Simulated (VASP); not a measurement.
# BN (Cmcm) in VASP: a series of runs, part 2 of 2

VASP 6.6.1.

### Step 3. Single point, LDA (normal strain along x -0.0733, normal strain along z -0.0733)

Contents of INCAR:

```
  PREC = Accurate
  ENCUT = 520
  EDIFF = 1E-6
  ISMEAR = 0
  SIGMA = 0.05
  LREAL = F
  LASPH = T
  NELM = 80
  ALGO = Normal
  ISIF = 2
  LWAVE = F
  LCHARG = F
  GGA = CA
  NBANDS = 16
```

Contents of KPOINTS:

```
Automatic mesh
0
Gamma
  12 12 4
```

Contents of POSCAR:

```
BN
1.0
    2.3059555345      0.0000000000      0.0000000000
   -1.1529777672      2.1549757989      0.0000000000
    0.0000000000      0.0000000000      6.0191680927
B N
2 2
Direct
    0.3248277195      0.6496554390      0.2500000000
    0.6751722805      0.3503445610      0.7500000000
    0.3486901649      0.6973803299      0.7500000000
    0.6513098351      0.3026196701      0.2500000000
```

Potentials or basis: VASP PAW LDA potentials, release 64 (B, N).

Started as:

```sh
$ cat potpaw_LDA.64/B/POTCAR potpaw_LDA.64/N/POTCAR > POTCAR
$ mpirun -np 1 vasp_std > vasp.out
```

Run time: 26 s. Hardware: 1 thread of AMD EPYC 9R45 (Zen 5), shared host; peak memory 0.13 GiB.

Results (log left out):

```
Free energy            : -37.9262 eV
Pressure               : 38.8 GPa
Largest force          : 0.010 eV/Å
Band gap on the k mesh : 3.64 eV, indirect (least direct gap 4.35 eV)
```

Forces on the atoms (eV/Å):
```
B    0.000  0.009  0.000
B    0.000 -0.009  0.000
N    0.000  0.010  0.000
N    0.000 -0.010  0.000
```

Stress tensor (GPa, compression positive):
```
88.89  0.00  0.00
 0.00 23.91  0.00
 0.00  0.00  3.66
```

Levels at points of the mesh, in eV from the valence-band top:
| k point | band 4 | band 5 | band 6 | band 7 | band 8 | band 9 | band 10 | band 11 | band 12 | band 13 |
| --- | --- | --- | --- | --- | --- | --- | --- | --- | --- | --- |
| (0.00, 0.00, 0.00) | -4.42 | -2.06 | -1.96 | -0.67 | -0.60 | 5.46 | 11.31 | 11.64 | 11.93 | 12.82 |
| (0.50, 0.00, 0.00) | -9.38 | -5.06 | -4.93 | -1.97 | -0.29 | 4.06 | 6.34 | 10.04 | 10.22 | 13.33 |
| (0.00, 0.50, 0.00) | -9.81 | -3.45 | -3.33 | -2.56 | -1.04 | 3.65 | 5.59 | 11.17 | 12.66 | 12.98 |
| (0.00, 0.00, 0.50) | -6.30 | -2.01 | -2.01 | -0.64 | -0.64 | 8.60 | 8.60 | 11.70 | 11.70 | 12.90 |
| (0.50, 0.00, 0.50) | -9.45 | -5.00 | -5.00 | -1.08 | -1.08 | 4.78 | 4.78 | 10.37 | 10.37 | 14.36 |
| (0.00, 0.50, 0.50) | -9.87 | -3.40 | -3.40 | -1.69 | -1.69 | 4.08 | 4.08 | 12.78 | 12.78 | 14.30 |

Caveat: the cell differs from its parent crystal (normal strain along x -0.0733, normal strain along z -0.0733). A k mesh can miss the band edges.

### Step 4. Single point, LDA (normal strain along x -0.0367, normal strain along z -0.0733)

Contents of INCAR:

```
PREC     = Accurate       # precision mode
ENCUT    = 520            # plane-wave cutoff, eV
EDIFF    = 1E-6           # SCF threshold, eV
ISMEAR   = 0              # smearing method
SIGMA    = 0.05           # smearing width, eV
LREAL    = False          # projectors in reciprocal space
LASPH    = True           # aspherical terms in the spheres
NELM     = 80             # most SCF steps
ALGO     = Normal         # electronic algorithm
ISIF     = 2              # what is computed and relaxed
LWAVE    = False          # write WAVECAR
LCHARG   = True           # write CHGCAR
GGA      = CA             # functional
LELF     = True           # ELF
LVHAR    = True         
NBANDS   = 16             # bands
```

KPOINTS is that of step 3.

Contents of POSCAR:

```
BN
1.0
    2.3970292072      0.0000000000      0.0000000000
   -1.1985146036      2.1549757989      0.0000000000
    0.0000000000      0.0000000000      6.0191680927
B N
2 2
Direct
    0.3285454011      0.6570908021      0.2500000000
    0.6714545989      0.3429091979      0.7500000000
    0.3412197875      0.6824395750      0.7500000000
    0.6587802125      0.3175604250      0.2500000000
```

Started as:

```sh
$ cat potpaw_LDA.64/B/POTCAR potpaw_LDA.64/N/POTCAR > POTCAR
$ mpirun -np 1 vasp_std > vasp.out
```

It took 26 s on 1 thread of AMD EPYC 9R45 (Zen 5), shared host; peak memory 0.13 GiB.

The run converged. Its results:

| Property | Result |
| --- | --- |
| Free energy | -38.4025 eV |
| Pressure | 18.7 GPa |
| Largest force | 0.004 eV/Å |
| Band gap on the k mesh | 3.82 eV, indirect (least direct gap 4.27 eV) |

Forces on the atoms (eV/Å):
```
B    0.000  0.003  0.000
B    0.000 -0.003  0.000
N    0.000  0.004  0.000
N    0.000 -0.004  0.000
```

Stress tensor (GPa, compression positive):
```
41.33  0.00  0.00
 0.00 11.35  0.00
 0.00  0.00  3.46
```

Levels at points of the mesh, in eV from the valence-band top:
| k point | band 6 | band 7 | band 8 | band 9 | band 10 | band 11 |
| --- | --- | --- | --- | --- | --- | --- |
| (0.00, 0.00, 0.00) | -1.59 | -1.11 | -1.03 | 5.61 | 11.44 | 11.47 |
| (0.50, 0.00, 0.00) | -4.52 | -1.97 | -0.30 | 3.98 | 6.18 | 9.89 |
| (0.00, 0.50, 0.00) | -3.80 | -2.26 | -0.65 | 3.82 | 5.86 | 10.61 |
| (0.00, 0.00, 0.50) | -1.63 | -1.07 | -1.07 | 8.69 | 8.69 | 11.67 |
| (0.50, 0.00, 0.50) | -4.60 | -1.07 | -1.07 | 4.62 | 4.62 | 10.24 |
| (0.00, 0.50, 0.50) | -3.87 | -1.36 | -1.36 | 4.33 | 4.33 | 11.43 |

Caveat: the cell differs from its parent crystal (normal strain along x -0.0367, normal strain along z -0.0733).

### Step 5. Single point, LDA (normal strain along x -0.0733, normal strain along z -0.0367)

Contents of INCAR:

```
SYSTEM = BN
PREC     = Accurate       ! precision mode
ENCUT    = 520            ! plane-wave cutoff, eV
EDIFF    = 1E-7           ! SCF threshold, eV
ISMEAR   = 0              ! smearing method
SIGMA    = 0.05           ! smearing width, eV
LREAL    = .FALSE.        ! projectors in reciprocal space
LASPH    = .TRUE.         ! aspherical terms in the spheres
NELM     = 60             ! most SCF steps
ALGO     = Normal         ! electronic algorithm
ISIF     = 2              ! what is computed and relaxed
LWAVE    = .FALSE.        ! write WAVECAR
LCHARG   = .FALSE.        ! write CHGCAR
NBANDS   = 16             ! bands
```

Contents of KPOINTS:

```
regular mesh
0
G
  12 12 4
  0 0 0
```

Contents of POSCAR:

```
BN
1.0
    2.3059555345      0.0000000000      0.0000000000
   -1.1529777672      2.1549757989      0.0000000000
    0.0000000000      0.0000000000      6.2568950294
B N
2 2
Direct
    0.3239538999      0.6479077998      0.2500000000
    0.6760461001      0.3520922002      0.7500000000
    0.3495874681      0.6991749362      0.7500000000
    0.6504125319      0.3008250638      0.2500000000
```

Started as:

```sh
$ cat potpaw_LDA.64/B/POTCAR potpaw_LDA.64/N/POTCAR > POTCAR
$ mpirun -np 1 vasp_std > vasp.out
```

Run time: 27 s. Hardware: 1 thread of AMD EPYC 9R45 (Zen 5), shared host; peak memory 0.13 GiB.

It converged, with:

```yaml
Free_energy: -37.9458 eV
Pressure: 36.6 GPa
Band_gap_on_the_k_mesh: 3.69 eV, indirect (least direct gap 4.51 eV)
```

Stress tensor (GPa, compression positive):
```
85.50  0.00  0.00
 0.00 22.88  0.00
 0.00  0.00  1.36
```

Levels at points of the mesh, in eV from the valence-band top:
```tsv
k point	band 4	band 5	band 6	band 7	band 8	band 9	band 10	band 11	band 12	band 13
(0.00, 0.00, 0.00)	-4.70	-2.02	-1.96	-0.64	-0.59	5.09	11.07	11.36	11.89	12.87
(0.50, 0.00, 0.00)	-9.36	-5.02	-4.92	-1.77	-0.37	4.14	6.13	10.00	10.32	13.10
(0.00, 0.50, 0.00)	-9.79	-3.41	-3.33	-2.36	-1.09	3.69	5.36	11.03	12.43	13.05
(0.00, 0.00, 0.50)	-6.28	-1.99	-1.99	-0.61	-0.61	7.99	7.99	11.70	11.70	12.93
(0.50, 0.00, 0.50)	-9.41	-4.97	-4.97	-1.04	-1.04	4.82	4.82	10.37	10.37	14.11
(0.00, 0.50, 0.50)	-9.83	-3.37	-3.37	-1.65	-1.65	4.11	4.11	12.67	12.67	14.04
```

Caveat: the cell differs from its parent crystal (normal strain along x -0.0733, normal strain along z -0.0367). A k mesh can miss the band edges.

### Step 6. Single point, LDA (normal strain along x +0.0367, normal strain along z -0.1100)

Contents of INCAR:

```
  PREC = Accurate
  ENCUT = 520
  EDIFF = 1E-6
  ISMEAR = 0
  SIGMA = 0.05
  LREAL = False
  LASPH = True
  NELM = 60
  ALGO = Normal
  ISIF = 2
  LWAVE = False
  LCHARG = True
  LELF = True
  LVHAR = True
  NBANDS = 16
```

Contents of KPOINTS:

```
Automatic mesh
0
Gamma
  12 12 4
```

Contents of POSCAR:

```
BN
1.0
    2.5796742231      0.0000000000      0.0000000000
   -1.2898371116      2.1549757989      0.0000000000
    0.0000000000      0.0000000000      5.7807916289
B N
2 2
Direct
    0.3398879046      0.6797758091      0.2500000000
    0.6601120954      0.3202241909      0.7500000000
    0.3245262078      0.6490524156      0.7500000000
    0.6754737922      0.3509475844      0.2500000000
```

Potentials or basis: VASP PAW LDA potentials, release 64 (B, N).

Started as:

```sh
$ cat potpaw_LDA.64/B/POTCAR potpaw_LDA.64/N/POTCAR > POTCAR
$ mpirun -np 1 vasp_std > vasp.out
```

OUTCAR:

```text
PREC = Accurate
   ENCUT = 520
   EDIFF = 1E-6
   ISMEAR = 0
   LREAL = False
   LASPH = True
   NELM = 60
   ISIF = 2

 ion  position               nearest neighbor table
   1  0.340  0.680  0.250-   4 1.45   4 1.47   4 1.47
   2  0.660  0.320  0.750-   3 1.45   3 1.47   3 1.47
   3  0.325  0.649  0.750-   2 1.45   2 1.47   2 1.47
   4  0.675  0.351  0.250-   1 1.45   1 1.47   1 1.47

  Warning from LATTYP: Monoclinic adjustment (A1->A3, A2->A1, A3->A2)!
  LATTYP: Found a base centered orthorhombic cell.
 ALAT       =     2.5796742231
[... 658 lines left out ...]
  --------------------------------------------------------------------------------------
  -------------------------------------------------------------------------------------
  Total       -6.4763002     -1.2518933      1.1147260      0.0000000     -0.0000000      0.0000000
  in kB     -322.8813607    -62.4141886     55.5755948      0.0000000     -0.0000000      0.0000000
  external PRESSURE =    -109.9066515 kB  Pullay stress =       0.0000000 kB

 VOLUME and BASIS-vectors are now :
 -----------------------------------------------------------------------------
  energy-cutoff  :      520.00
  volume of cell :       32.14
      direct lattice vectors                 reciprocal lattice vectors
     2.579674223  0.000000000  0.000000000     0.387645847  0.232021167  0.000000000
    -1.289837112  2.154975799  0.000000000     0.000000000  0.464042334  0.000000000
     0.000000000  0.000000000  5.780791629     0.000000000  0.000000000  0.172986688

 POSITION                                       TOTAL-FORCE (eV/Angst)
 -----------------------------------------------------------------------------------
      0.00000      1.46490      1.44520         0.000000     -0.005158     -0.000000
      1.28984      0.69008      4.33559        -0.000000      0.005158     -0.000000
     -0.00000      1.39869      4.33559         0.000000     -0.002899      0.000000
      1.28984      0.75628      1.44520        -0.000000      0.002899      0.000000
 -----------------------------------------------------------------------------------
    total drift:                               -0.000000      0.000000      0.000000

  FREE ENERGIE OF THE ION-ELECTRON SYSTEM (eV)
  ---------------------------------------------------
  free  energy   TOTEN  =       -38.4076275487 eV

  energy  without entropy=      -38.4076275487  energy(sigma->0) =      -38.40762755
```

It took 32 s on 1 thread of AMD EPYC 9R45 (Zen 5), shared host; peak memory 0.14 GiB.

Results:

| Quantity | Value |
| --- | --- |
| Free energy | -38.4076 eV |
| Pressure | -11.0 GPa |
| Largest force | 0.005 eV/Å |
| Band gap on the k mesh | 3.72 eV, indirect (least direct gap 3.83 eV) |

Forces in eV/Å, atoms in the order of the input:
```
B    0.000 -0.005  0.000
B    0.000  0.005  0.000
N    0.000 -0.003  0.000
N    0.000  0.003  0.000
```

Stress tensor (GPa, compression positive):
```
-32.29   0.00   0.00
  0.00  -6.24   0.00
  0.00   0.00   5.56
```

Caveat: the cell differs from its parent crystal (normal strain along x +0.0367, normal strain along z -0.1100). A k mesh can miss the band edges.

### Step 7. The runs side by side

```tsv
cell	gap on the mesh (eV)	pressure (GPa)	largest force (eV/Å)
a = 2.580, b = 2.511, c = 6.495 Å, angles 90.0, 90.0, 120.9°, 4 atoms	3.86	-12.0	0.01
a = 2.306, b = 2.444, c = 6.019 Å, angles 90.0, 90.0, 118.1°, 4 atoms	3.64	38.8	0.01
a = 2.397, b = 2.466, c = 6.019 Å, angles 90.0, 90.0, 119.1°, 4 atoms	3.82	18.7	-
a = 2.306, b = 2.444, c = 6.257 Å, angles 90.0, 90.0, 118.1°, 4 atoms	3.69	36.6	-
a = 2.580, b = 2.511, c = 5.781 Å, angles 90.0, 90.0, 120.9°, 4 atoms	3.72	-11.0	0.01
```

Alike in all rows: task single point; level LDA; potentials or basis VASP PAW LDA potentials, release 64 (B, N); no spin polarisation; k mesh 12 × 12 × 4; cutoff (eV) 520; smearing gaussian 0.05 eV.

Absolute energies hang on the potentials; compare differences alone.
